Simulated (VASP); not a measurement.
# CoO (I4/mmm) in VASP: further runs

The runs below take CoO through single point, with PBEsol.

All numbers are computed with VASP 6.6.1; they aren't measurements. Logs are shortened: lines on timing, memory, paths and dates and some standing lists are left out, and cuts for length are marked.

## Step 1: The cell of the first run

Symmetry: I4/mmm, No. 139, tetragonal system. The conventional cell has a = 3.016 Å, b = 3.016 Å, c = 4.214 Å, α = 90.00°, β = 90.00°, γ = 90.00°. Within 2.8 Å of Co (site symmetry 4/mmm) lie 6 O at 2.11 to 2.13 Å. O (site symmetry 4/mmm) has 6 Co at 2.11 to 2.13 Å within 2.8 Å.

## Step 2: Single point, PBEsol, collinear spin, ferromagnetic start

Input file INCAR:

```
SYSTEM = CoO
ALGO = Normal ; EDIFF = 1E-6
ENCUT = 520 ; GGA = PS
ISIF = 2 ; ISMEAR = 0
ISPIN = 2 ; LASPH = .TRUE.
LCHARG = .FALSE. ; LMAXMIX = 4
LORBIT = 11 ; LREAL = .FALSE.
LWAVE = .FALSE. ; MAGMOM = 3 0
NBANDS = 18 ; NELM = 150
PREC = Accurate ; SIGMA = 0.1
```

Input file KPOINTS:

```
k-points
0
G
  8 8 8
  0 0 0
```

Input file POSCAR:

```
CoO
1.0
   -1.5080001529      1.5080001529      2.1072499549
    1.5080001529     -1.5080001529      2.1072499549
    1.5080001529      1.5080001529     -2.1072499549
Co O
1 1
Direct
    0.0000000000      0.0000000000      0.0000000000
    0.5000000000      0.5000000000      0.0000000000
```

Potentials or basis: VASP PAW PBE potentials, release 64 (Co, O).

Command:

```sh
$ cat potpaw_PBE.64/Co/POTCAR potpaw_PBE.64/O/POTCAR > POTCAR
$ mpirun -np 1 vasp_std > vasp.out
```

OUTCAR:

```text
SYSTEM = CoO
   EDIFF = 1E-6
   ENCUT = 520
   GGA = PS
   ISIF = 2
   ISMEAR = 0
   ISPIN = 2
   LASPH = .TRUE.
   LORBIT = 11
   LREAL = .FALSE.
   NELM = 150
   PREC = Accurate

 ion  position               nearest neighbor table
   1  0.000  0.000  0.000-   2 2.11   2 2.11   2 2.13   2 2.13   2 2.13   2 2.13
   2  0.500  0.500  0.000-   1 2.11   1 2.11   1 2.13   1 2.13   1 2.13   1 2.13

  LATTYP: Found a body centered tetragonal cell.
 ALAT       =     3.0160003058
 C/A-ratio  =     1.3973804650

  Lattice vectors:

 A1 = (  -1.5080001529,   1.5080001529,   2.1072499549)
 A2 = (   1.5080001529,  -1.5080001529,   2.1072499549)
 A3 = (   1.5080001529,   1.5080001529,  -2.1072499549)

Analysis of symmetry for initial positions (statically):
=====================================================================
 Subroutine PRICEL returns:
 Original cell was already a primitive cell.

 Routine SETGRP: Setting up the symmetry group for a
 body centered tetragonal supercell.

 Subroutine GETGRP returns: Found 16 space group operations
 (whereof 16 operations were pure point group operations)
 out of a pool of 16 trial point group operations.

The static configuration has the point symmetry D_4h.

Analysis of symmetry for dynamics (positions and initial velocities):
=====================================================================
 Subroutine PRICEL returns:
 Original cell was already a primitive cell.

 Routine SETGRP: Setting up the symmetry group for a
 body centered tetragonal supercell.

 Subroutine GETGRP returns: Found 16 space group operations
 (whereof 16 operations were pure point group operations)
 out of a pool of 16 trial point group operations.

The dynamic configuration has the point symmetry D_4h.

Analysis of structural, dynamic, and magnetic symmetry:
=====================================================================
 Subroutine PRICEL returns:
 Original cell was already a primitive cell.

 Routine SETGRP: Setting up the symmetry group for a
 body centered tetragonal supercell.

 Subroutine GETGRP returns: Found 16 space group operations
 (whereof 16 operations were pure point group operations)
 out of a pool of 16 trial point group operations.

The overall configuration has the point symmetry D_4h.

 Subroutine INISYM returns: Found 16 space group operations
 (whereof 16 operations are pure point group operations),
 and found     1 'primitive' translations

----------------------------------------------------------------------------------------

                                     Primitive cell

  volume of cell :      19.1681

  direct lattice vectors                    reciprocal lattice vectors
    -1.508000153  1.508000153  2.107249955     0.000000000  0.331564953  0.237276076
     1.508000153 -1.508000153  2.107249955     0.331564953  0.000000000  0.237276076
     1.508000153  1.508000153 -2.107249955     0.331564953  0.331564953  0.000000000

  length of vectors
     2.998104617  2.998104617  2.998104617     0.407719578  0.407719578  0.468903654

  position of ions in fractional coordinates (direct lattice)
     0.000000000  0.000000000  0.000000000
     0.500000000  0.500000000  0.000000000

  ion indices of the primitive-cell ions
   primitive index   ion index
                 1           1
                 2           2

----------------------------------------------------------------------------------------

 KPOINTS: k-points

Automatic generation of k-mesh.
 Grid dimensions read from file:
 generate k-points for:    8    8    8

 Generating k-lattice:

  Cartesian coordinates                     Fractional coordinates (reciprocal lattice)
     0.000000000  0.041445619  0.029659509     0.125000000 -0.000000000  0.000000000
     0.041445619  0.000000000  0.029659509    -0.000000000  0.125000000  0.000000000
     0.041445619  0.041445619  0.000000000     0.000000000  0.000000000  0.125000000

  Length of vectors
     0.050964947  0.050964947  0.058612957

  Shift w.r.t. Gamma in fractional coordinates (k-lattice)
     0.000000000  0.000000000  0.000000000

 Subroutine IBZKPT returns following result:
 ===========================================

 Found     59 irreducible k-points:

 Following reciprocal coordinates:
            Coordinates               Weight
  0.000000  0.000000  0.000000      1.000000
  0.125000 -0.000000  0.000000      8.000000
  0.250000 -0.000000  0.000000      8.000000
  0.375000  0.000000  0.000000      8.000000
  0.500000 -0.000000  0.000000      4.000000
  0.125000  0.125000  0.000000      8.000000
[... 16 lines left out ...]
  0.250000  0.125000  0.125000     16.000000
  0.375000  0.125000  0.125000      8.000000
 [... further k-points ...]
   k-points           NKPTS =     59   k-points in BZ     NKDIM =     59   number of bands    NBANDS=     18
   number of dos      NEDOS =    301   number of ions     NIONS =      2
   total plane-waves  NPLWV =  13824
   dimension x,y,z NGX =    24 NGY =   24 NGZ =   24
   dimension x,y,z NGXF=    48 NGYF=   48 NGZF=   48
   ions per type =               1   1
   NGX,Y,Z   is equivalent  to a cutoff of  13.31, 13.31, 13.31 a.u.
   NGXF,Y,Z  is equivalent  to a cutoff of  26.62, 26.62, 26.62 a.u.
 SYSTEM =  CoO
   PREC   = accura    normal or accurate (medium, high low for compatibility)
   ISTART =      0    job   : 0-new  1-cont  2-samecut
   ICHARG =      2    charge: 1-file 2-atom 10-const
   ISPIN  =      2    spin polarized calculation?
   LNONCOLLINEAR =      F non collinear calculations
   LSORBIT =      F    spin-orbit coupling
   LASPH  =      T    aspherical Exc in radial PAW
   ENCUT  =  520.0 eV  38.22 Ry    6.18 a.u.   5.57  5.57  5.57*2*pi/ulx,y,z
   NELM   =    150;   NELMIN=  2; NELMDL= -5     # of ELM steps
   EDIFF  = 0.1E-05   stopping-criterion for ELM
   LREAL  =      F    real-space projection
   EDIFFG = 0.1E-04   stopping-criterion for IOM
   NSW    =      0    number of steps for IOM
   IBRION =     -1    ionic relax: 0-MD 1-quasi-New 2-CG
   NFREE  =      0    steps in history (QN), initial steepest desc. (CG)
   ISIF   =      2    stress and relaxation
   ISYM   =      2    0-nonsym 1-usesym 2-fastsym
   POTIM  = 0.5000    time-step for ionic-motion
   TEBEG  =    0.0;   TEEND  =   0.0 temperature during run
   PSTRESS=    0.0 pullay stress
   NELECT =      15.0000    total number of electrons
   NUPDOWN=      -1.0000    fix difference up-down
   EMIN   =  10.00;   EMAX   =-10.00  energy-range for DOS
   EFERMI =   0.00;   METHOD = LEGACY
   ISMEAR =     0;   SIGMA  =   0.10  broadening in eV -4-tet -1-fermi 0-gaus
   EFERMI_NEDOS =   21; number of points for ismear=-14 and -15
   IALGO  =     38    algorithm
   IMIX   =      4    mixing-type and parameters
     AMIX     =   0.40;   BMIX     =  1.00
     AMIX_MAG =   1.60;   BMIX_MAG =  1.00
  volume/ion in A,a.u.               =       9.58        64.68
  Fermi-wavevector in a.u.,A,eV,Ry     =   1.508617  2.850873 30.965840  2.275925
  Thomas-Fermi vector in A             =   2.619048
   LORBIT       =     11    0 simple, 1 ext, 2 COOP (PROOUT), +10 PAW based schemes
   GGA     = PS    functional components
   LHFCALC =     F    Hartree Fock is set to
   AEXX    =    0.0000 exact exchange contribution
   IVDW    =     0    specifies the selected vdW correction
   LEPSILON=     F    determine dielectric tensor
   LRPA    =     F    only Hartree local field effects (RPA)
 spin polarized calculation
 Gauss-broadening in eV      SIGMA  =   0.10
  energy-cutoff  :      520.00
  volume of cell :       19.17
 maximum number of plane-waves:       532
 NGX is ok and might be reduce to    24
   NGX = 11   NGY = 11   NGZ = 11

 number of electron      15.0000005 magnetization       2.8882651

 Free energy of the ion-electron system (eV)
  ---------------------------------------------------
  ext. energy  EPLUGINS =         0.00000000
  ---------------------------------------------------
  free energy    TOTEN  =       -13.96589183 eV

  energy without entropy =      -13.94502413  energy(sigma->0) =      -13.95545798

 E-fermi :   7.9403     XC(G=0): -12.7079

 val. band max:        7.9344907478   @ k =  -0.2500  -0.2500   0.1250
 cond. band min:       7.9445442843   @ k =   0.5000   0.2500   0.0000
 fundamental gap:      0.0100535365
 Fermi energy:         7.9402955777

 spin component 1

 k-point     1 :       0.0000    0.0000    0.0000
  band No.  band energies     occupation
      1     -12.3713      1.00000
      2       4.6479      1.00000
      3       4.6665      1.00000
      4       4.6687      1.00000
      5       4.6838      1.00000
      6       4.6838      1.00000
[... 10 lines left out ...]
     17      29.6520      0.00000
     18      32.5229      0.00000

 k-point     2 :       0.1250   -0.0000    0.0000
  band No.  band energies     occupation
      1     -12.2073      1.00000
      2       3.3372      1.00000
      3       3.5280      1.00000
      4       3.5506      1.00000
      5       4.8666      1.00000
      6       4.9196      1.00000
[... 10 lines left out ...]
     17      31.3136      0.00000
     18      34.7015      0.00000

 k-point     3 :       0.2500   -0.0000    0.0000
  band No.  band energies     occupation
      1     -11.7820      1.00000
      2       1.5418      1.00000
      3       2.6014      1.00000
      4       2.6321      1.00000
      5       5.1366      1.00000
      6       5.1781      1.00000
[... 412 lines left out ...]
 k-point    23 :       0.2500    0.1250    0.1250
  band No.  band energies     occupation
      1     -11.1765      1.00000
      2       0.4758      1.00000
      3       1.9296      1.00000
      4       2.2146      1.00000
      5       5.1772      1.00000
      6       5.4979      1.00000
[... 10 lines left out ...]
     17      36.3010      0.00000
     18      37.0544      0.00000

 k-point    24 :       0.3750    0.1250    0.1250
  band No.  band energies     occupation
      1     -11.0255      1.00000
      2       0.2949      1.00000
      3       1.7248      1.00000
      4       1.9444      1.00000
      5       5.3369      1.00000
      6       5.5742      1.00000
[... 10 lines left out ...]
     17      35.5808      0.00000
     18      37.1653      0.00000

 [... further k-points ...]

 spin component 2

 k-point     1 :       0.0000    0.0000    0.0000
  band No.  band energies     occupation
      1     -11.8491      1.00000
      2       5.2266      1.00000
      3       5.2819      1.00000
      4       5.2819      1.00000
      5       6.7979      1.00000
      6       6.7979      1.00000
[... 10 lines left out ...]
     17      30.5928      0.00000
     18      33.3443      0.00000

 k-point     2 :       0.1250   -0.0000    0.0000
  band No.  band energies     occupation
      1     -11.6807      1.00000
      2       4.0588      1.00000
      3       4.7240      1.00000
      4       4.7564      1.00000
      5       6.9849      1.00000
      6       6.9975      1.00000
[... 10 lines left out ...]
     17      32.0233      0.00000
     18      35.5748      0.00000

 k-point     3 :       0.2500   -0.0000    0.0000
  band No.  band energies     occupation
      1     -11.2432      1.00000
      2       2.1903      1.00000
      3       3.9104      1.00000
      4       3.9432      1.00000
      5       7.3296      1.00000
      6       7.3341      1.00000
[... 412 lines left out ...]
 k-point    23 :       0.2500    0.1250    0.1250
  band No.  band energies     occupation
      1     -10.6062      1.00000
      2       1.1228      1.00000
      3       2.9470      1.00000
      4       3.3025      1.00000
      5       7.2632      1.00000
      6       7.8967      0.73127
[... 10 lines left out ...]
     17      36.8211      0.00000
     18      37.5423      0.00000

 k-point    24 :       0.3750    0.1250    0.1250
  band No.  band energies     occupation
      1     -10.4470      1.00000
      2       0.8817      1.00000
      3       2.6621      1.00000
      4       3.1621      1.00000
      5       7.6271      1.00000
      6       7.7208      0.99905
[... 10 lines left out ...]
     17      35.9496      0.00000
     18      37.7819      0.00000

 [... further k-points ...]
[... 5 lines left out ...]
  --------------------------------------------------------------------------------------
  -------------------------------------------------------------------------------------
  Total       -1.2178330     -1.2178330     -1.2075691      0.0000000     -0.0000000      0.0000000
  in kB     -101.7933720   -101.7933720   -100.9354559      0.0000000     -0.0000000      0.0000000
  external PRESSURE =    -101.5073999 kB  Pullay stress =       0.0000000 kB

 VOLUME and BASIS-vectors are now :
 -----------------------------------------------------------------------------
  energy-cutoff  :      520.00
  volume of cell :       19.17
      direct lattice vectors                 reciprocal lattice vectors
    -1.508000153  1.508000153  2.107249955     0.000000000  0.331564953  0.237276076
     1.508000153 -1.508000153  2.107249955     0.331564953  0.000000000  0.237276076
     1.508000153  1.508000153 -2.107249955     0.331564953  0.331564953  0.000000000

 POSITION                                       TOTAL-FORCE (eV/Angst)
 -----------------------------------------------------------------------------------
      0.00000      0.00000      0.00000        -0.000000     -0.000000      0.000000
      0.00000      0.00000      2.10725         0.000000      0.000000     -0.000000
 -----------------------------------------------------------------------------------
    total drift:                               -0.000000      0.000000     -0.000000

  FREE ENERGIE OF THE ION-ELECTRON SYSTEM (eV)
  ---------------------------------------------------
  free  energy   TOTEN  =       -13.9658918284 eV

  energy  without entropy=      -13.9450241340  energy(sigma->0) =      -13.95545798

 total charge

# of ion       s       p       d       tot
------------------------------------------
    1        0.299   0.366   7.153   7.819
    2        1.551   3.401   0.000   4.952
--------------------------------------------------
tot          1.850   3.767   7.153  12.771

 magnetization (x)

# of ion       s       p       d       tot
------------------------------------------
    1        0.020   0.018   2.494   2.532
    2        0.029   0.275   0.000   0.304
--------------------------------------------------
tot          0.049   0.293   2.494   2.836
```

Wall time 31 s (1 thread of Intel Xeon Platinum 8375C at 2.90GHz (Ice Lake), shared host); peak memory 0.16 GiB.

What came out:

* Free energy: -13.9659 eV
* Pressure: -10.2 GPa
* Net moment: 2.89 μB per cell
* Site moments: Co +2.53; O +0.30 μB
* Valence electrons inside the program's atomic spheres: Co 7.82; O 4.95

Caveat: the k points lie up to 0.37 Å⁻¹ apart; the PAW data sets were made with another functional, which shifts forces and pressure a little; a cell with one magnetic atom can't hold antiferromagnetic order, which such compounds often take; semilocal functionals often make such compounds metallic where correlation or magnetic order opens a gap, which also shifts bond lengths. With open d or f shells a metallic result of PBEsol can be an artefact of self-interaction; +U or a hybrid may open a gap.

[end of part 1 of 2]
